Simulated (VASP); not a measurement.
# Pd (Fm-3m) in VASP: notebook

The runs below take Pd through single point, relaxation of cell and atoms, with LDA.

All numbers are computed with VASP 6.6.1; they aren't measurements. Logs are shortened: lines on timing, memory, paths and dates and some standing lists are left out, and cuts for length are marked.

### 1 The cell of the first run

The structure is cubic, space group Fm-3m (No. 225). The conventional cell has a = 3.845 Å, b = 3.845 Å, c = 3.845 Å, α = 90.00°, β = 90.00°, γ = 90.00°. Pd (site symmetry m-3m) has 12 Pd at 2.72 Å within 3.6 Å.

### 2 Single point, LDA

Contents of INCAR:

```
ALGO = Normal
EDIFF = 1E-7
ENCUT = 520
ISIF = 2
ISMEAR = 0
LASPH = T
LCHARG = T
LELF = T
LREAL = F
LVHAR = T
LWAVE = F
NBANDS = 11
NELM = 80
PREC = Accurate
SIGMA = 0.1
```

Contents of KPOINTS:

```
k-points
0
Gamma
  8 8 8
```

Contents of POSCAR:

```
Pd
1.0
    0.0000000000      1.9225837213      1.9225837213
    1.9225837213      0.0000000000      1.9225837213
    1.9225837213      1.9225837213      0.0000000000
Pd
1
Direct
    0.0000000000      0.0000000000      0.0000000000
```

Potentials or basis: VASP PAW LDA potentials, release 64 (Pd).

Command:

```console
> cat potpaw_LDA.64/Pd/POTCAR > POTCAR
> mpirun -np 1 vasp_std > vasp.out
```

OUTCAR:

```text
EDIFF = 1E-7
   ENCUT = 520
   ISIF = 2
   ISMEAR = 0
   LASPH = T
   LREAL = F
   NELM = 80
   PREC = Accurate

 ion  position               nearest neighbor table
   1  0.000  0.000  0.000-

  LATTYP: Found a face centered cubic cell.
 ALAT       =     3.8451674426

  Lattice vectors:

 A1 = (   0.0000000000,   1.9225837213,   1.9225837213)
 A2 = (   1.9225837213,   0.0000000000,   1.9225837213)
 A3 = (   1.9225837213,   1.9225837213,   0.0000000000)

Analysis of symmetry for initial positions (statically):
=====================================================================
 Subroutine PRICEL returns:
 Original cell was already a primitive cell.

 Routine SETGRP: Setting up the symmetry group for a
 face centered cubic supercell.

 Subroutine GETGRP returns: Found 48 space group operations
 (whereof 48 operations were pure point group operations)
 out of a pool of 48 trial point group operations.

The static configuration has the point symmetry O_h .

Analysis of symmetry for dynamics (positions and initial velocities):
=====================================================================
 Subroutine PRICEL returns:
 Original cell was already a primitive cell.

 Routine SETGRP: Setting up the symmetry group for a
 face centered cubic supercell.

 Subroutine GETGRP returns: Found 48 space group operations
 (whereof 48 operations were pure point group operations)
 out of a pool of 48 trial point group operations.

The dynamic configuration has the point symmetry O_h .

 Subroutine INISYM returns: Found 48 space group operations
 (whereof 48 operations are pure point group operations),
 and found     1 'primitive' translations

----------------------------------------------------------------------------------------

                                     Primitive cell

  volume of cell :      14.2130

  direct lattice vectors                    reciprocal lattice vectors
     0.000000000  1.922583721  1.922583721    -0.260066698  0.260066698  0.260066698
     1.922583721  0.000000000  1.922583721     0.260066698 -0.260066698  0.260066698
     1.922583721  1.922583721  0.000000000     0.260066698  0.260066698 -0.260066698

  length of vectors
     2.718943973  2.718943973  2.718943973     0.450448734  0.450448734  0.450448734

  position of ions in fractional coordinates (direct lattice)
     0.000000000  0.000000000  0.000000000

  ion indices of the primitive-cell ions
   primitive index   ion index
                 1           1

----------------------------------------------------------------------------------------

 KPOINTS: k-points

Automatic generation of k-mesh.
 Grid dimensions read from file:
 generate k-points for:    8    8    8

 Generating k-lattice:

  Cartesian coordinates                     Fractional coordinates (reciprocal lattice)
    -0.032508337  0.032508337  0.032508337     0.125000000  0.000000000  0.000000000
     0.032508337 -0.032508337  0.032508337     0.000000000  0.125000000  0.000000000
     0.032508337  0.032508337 -0.032508337     0.000000000  0.000000000  0.125000000

  Length of vectors
     0.056306092  0.056306092  0.056306092

  Shift w.r.t. Gamma in fractional coordinates (k-lattice)
     0.000000000  0.000000000  0.000000000

 Subroutine IBZKPT returns following result:
 ===========================================

 Found     29 irreducible k-points:

 Following reciprocal coordinates:
            Coordinates               Weight
  0.000000  0.000000  0.000000      1.000000
  0.125000  0.000000  0.000000      8.000000
  0.250000  0.000000  0.000000      8.000000
  0.375000  0.000000  0.000000      8.000000
  0.500000  0.000000  0.000000      4.000000
  0.125000  0.125000  0.000000      6.000000
[... 16 lines left out ...]
  0.500000  0.250000  0.125000     48.000000
 -0.375000  0.250000  0.125000     24.000000
 [... further k-points ...]
   k-points           NKPTS =     29   k-points in BZ     NKDIM =     29   number of bands    NBANDS=     11
   number of dos      NEDOS =    301   number of ions     NIONS =      1
   total plane-waves  NPLWV =   8000
   dimension x,y,z NGX =    20 NGY =   20 NGZ =   20
   dimension x,y,z NGXF=    40 NGYF=   40 NGZF=   40
   ions per type =               1
   NGX,Y,Z   is equivalent  to a cutoff of  12.23, 12.23, 12.23 a.u.
   NGXF,Y,Z  is equivalent  to a cutoff of  24.46, 24.46, 24.46 a.u.
 SYSTEM =  unknown system
   PREC   = accura    normal or accurate (medium, high low for compatibility)
   ISTART =      0    job   : 0-new  1-cont  2-samecut
   ICHARG =      2    charge: 1-file 2-atom 10-const
   ISPIN  =      1    spin polarized calculation?
   LNONCOLLINEAR =      F non collinear calculations
   LSORBIT =      F    spin-orbit coupling
   LASPH  =      T    aspherical Exc in radial PAW
   ENCUT  =  520.0 eV  38.22 Ry    6.18 a.u.   5.06  5.06  5.06*2*pi/ulx,y,z
   NELM   =     80;   NELMIN=  2; NELMDL= -5     # of ELM steps
   EDIFF  = 0.1E-06   stopping-criterion for ELM
   LREAL  =      F    real-space projection
   EDIFFG = 0.1E-05   stopping-criterion for IOM
   NSW    =      0    number of steps for IOM
   IBRION =     -1    ionic relax: 0-MD 1-quasi-New 2-CG
   NFREE  =      0    steps in history (QN), initial steepest desc. (CG)
   ISIF   =      2    stress and relaxation
   ISYM   =      2    0-nonsym 1-usesym 2-fastsym
   POTIM  = 0.5000    time-step for ionic-motion
   TEBEG  =    0.0;   TEEND  =   0.0 temperature during run
   PSTRESS=    0.0 pullay stress
   NELECT =      10.0000    total number of electrons
   NUPDOWN=      -1.0000    fix difference up-down
   EMIN   =  10.00;   EMAX   =-10.00  energy-range for DOS
   EFERMI =   0.00;   METHOD = LEGACY
   ISMEAR =     0;   SIGMA  =   0.10  broadening in eV -4-tet -1-fermi 0-gaus
   EFERMI_NEDOS =   21; number of points for ismear=-14 and -15
   IALGO  =     38    algorithm
   IMIX   =      4    mixing-type and parameters
     AMIX     =   0.40;   BMIX     =  1.00
     AMIX_MAG =   1.60;   BMIX_MAG =  1.00
  volume/ion in A,a.u.               =      14.21        95.91
  Fermi-wavevector in a.u.,A,eV,Ry     =   1.456061  2.751556 28.845897  2.120114
  Thomas-Fermi vector in A             =   2.573023
   LORBIT       =      0    0 simple, 1 ext, 2 COOP (PROOUT), +10 PAW based schemes
   GGA     = CA    functional components
   LHFCALC =     F    Hartree Fock is set to
   AEXX    =    0.0000 exact exchange contribution
   IVDW    =     0    specifies the selected vdW correction
   LEPSILON=     F    determine dielectric tensor
   LRPA    =     F    only Hartree local field effects (RPA)
 non-spin polarized calculation
 Gauss-broadening in eV      SIGMA  =   0.10
  energy-cutoff  :      520.00
  volume of cell :       14.21
 maximum number of plane-waves:       392
   NGX = 11   NGY = 11   NGZ = 11

 number of electron      10.0000005 magnetization

 Free energy of the ion-electron system (eV)
  ---------------------------------------------------
  ext. energy  EPLUGINS =         0.00000000
  ---------------------------------------------------
  free energy    TOTEN  =        -6.47252171 eV

  energy without entropy =       -6.46003228  energy(sigma->0) =       -6.46627699

 E-fermi :  10.3542     XC(G=0): -13.7397

 val. band max:       10.3087508524   @ k =  -0.3750   0.3750   0.1250
 cond. band min:      10.3652107315   @ k =   0.5000   0.2500   0.0000
 fundamental gap:      0.0564598791
 Fermi energy:        10.3542452301

 k-point     1 :       0.0000    0.0000    0.0000
  band No.  band energies     occupation
      1       2.7106      2.00000
      2       7.2316      2.00000
      3       7.2316      2.00000
      4       7.2316      2.00000
      5       8.9754      2.00000
      6       8.9754      2.00000
      7      27.3795      0.00000
      8      32.3070      0.00000
      9      32.3070      0.00000
     10      32.3070      0.00000
     11      35.9830      0.00000

 k-point     2 :       0.1250    0.0000    0.0000
  band No.  band energies     occupation
      1       3.2766      2.00000
      2       7.0477      2.00000
      3       7.4157      2.00000
      4       7.4157      2.00000
      5       8.9013      2.00000
      6       8.9013      2.00000
      7      27.9129      0.00000
      8      29.6264      0.00000
      9      32.9974      0.00000
     10      32.9974      0.00000
     11      36.0210      0.00000

 k-point     3 :       0.2500    0.0000    0.0000
  band No.  band energies     occupation
      1       4.4472      2.00000
      2       7.1751      2.00000
      3       7.5457      2.00000
      4       7.5457      2.00000
      5       9.1296      2.00000
      6       9.1296      2.00000
      7      25.0252      0.00000
      8      28.5304      0.00000
      9      34.2624      0.00000
     10      34.2624      0.00000
     11      35.9450      0.00000

 k-point     4 :       0.3750    0.0000    0.0000
  band No.  band energies     occupation
      1       4.7000      2.00000
      2       7.3144      2.00000
      3       7.3144      2.00000
      4       9.1985      2.00000
      5       9.8709      2.00000
      6       9.8709      2.00000
      7      20.4924      0.00000
      8      27.3432      0.00000
      9      32.6348      0.00000
     10      32.6348      0.00000
     11      35.9996      0.00000
[... 239 lines left out ...]
 k-point    22 :       0.3750    0.2500    0.1250
  band No.  band energies     occupation
      1       5.4877      2.00000
      2       6.1401      2.00000
      3       7.2748      2.00000
      4       8.6047      2.00000
      5       8.8045      2.00000
      6      10.5520      0.00516
      7      25.5403      0.00000
      8      26.4529      0.00000
      9      29.8411      0.00000
     10      32.4345      0.00000
     11      35.8880      0.00000

 k-point    23 :       0.5000    0.2500    0.1250
  band No.  band energies     occupation
      1       5.6605      2.00000
      2       6.5888      2.00000
      3       7.0189      2.00000
      4       8.4083      2.00000
      5       9.7186      2.00000
      6      12.7906      0.00000
      7      21.1738      0.00000
      8      25.6460      0.00000
      9      27.8232      0.00000
     10      32.6023      0.00000
     11      36.0971      0.00000

 k-point    24 :      -0.3750    0.2500    0.1250
  band No.  band energies     occupation
      1       5.5976      2.00000
      2       6.3818      2.00000
      3       7.6413      2.00000
      4       8.1619      2.00000
      5      10.1184      1.99915
      6      15.1764      0.00000
      7      17.8231      0.00000
      8      26.1507      0.00000
      9      26.4848      0.00000
     10      31.6004      0.00000
     11      36.0313      0.00000

 [... further k-points ...]
[... 5 lines left out ...]
  --------------------------------------------------------------------------------------
  -------------------------------------------------------------------------------------
  Total        0.0201457      0.0201457      0.0201457      0.0000000      0.0000000      0.0000000
  in kB        2.2709500      2.2709500      2.2709500      0.0000000      0.0000000      0.0000000
  external PRESSURE =       2.2709500 kB  Pullay stress =       0.0000000 kB

 VOLUME and BASIS-vectors are now :
 -----------------------------------------------------------------------------
  energy-cutoff  :      520.00
  volume of cell :       14.21
      direct lattice vectors                 reciprocal lattice vectors
     0.000000000  1.922583721  1.922583721    -0.260066698  0.260066698  0.260066698
     1.922583721  0.000000000  1.922583721     0.260066698 -0.260066698  0.260066698
     1.922583721  1.922583721  0.000000000     0.260066698  0.260066698 -0.260066698

 POSITION                                       TOTAL-FORCE (eV/Angst)
 -----------------------------------------------------------------------------------
      0.00000      0.00000      0.00000         0.000000     -0.000000      0.000000
 -----------------------------------------------------------------------------------
    total drift:                                0.000000      0.000000      0.000000

  FREE ENERGIE OF THE ION-ELECTRON SYSTEM (eV)
  ---------------------------------------------------
  free  energy   TOTEN  =        -6.4725217079 eV

  energy  without entropy=       -6.4600322809  energy(sigma->0) =       -6.46627699
```

It took 2.2 s on 1 thread of Intel Xeon 6975P-C (Granite Rapids), shared host; peak memory 0.12 GiB.

What came out:

* Free energy: -6.4725 eV
* Pressure: 0.2 GPa
* Band gap on the k mesh: zero (band 5 reaches 10.61 eV, above the bottom of band 6 at 8.90 eV)

Levels at points of the mesh, in eV from the Fermi level:
| k point | band 2 | band 3 | band 4 | band 5 | band 6 | band 7 | band 8 | band 9 |
| --- | --- | --- | --- | --- | --- | --- | --- | --- |
| (0.00, 0.00, 0.00) | -3.12 | -3.12 | -3.12 | -1.38 | -1.38 | 17.03 | 21.95 | 21.95 |
| (0.50, 0.00, 0.00) | -3.17 | -3.17 | -0.09 | -0.09 | 0.75 | 7.47 | 16.40 | 21.17 |
| (0.50, 0.50, 0.00) | -5.54 | -0.11 | 0.25 | 0.25 | 3.14 | 11.01 | 13.15 | 13.15 |

[end of part 1 of 2]
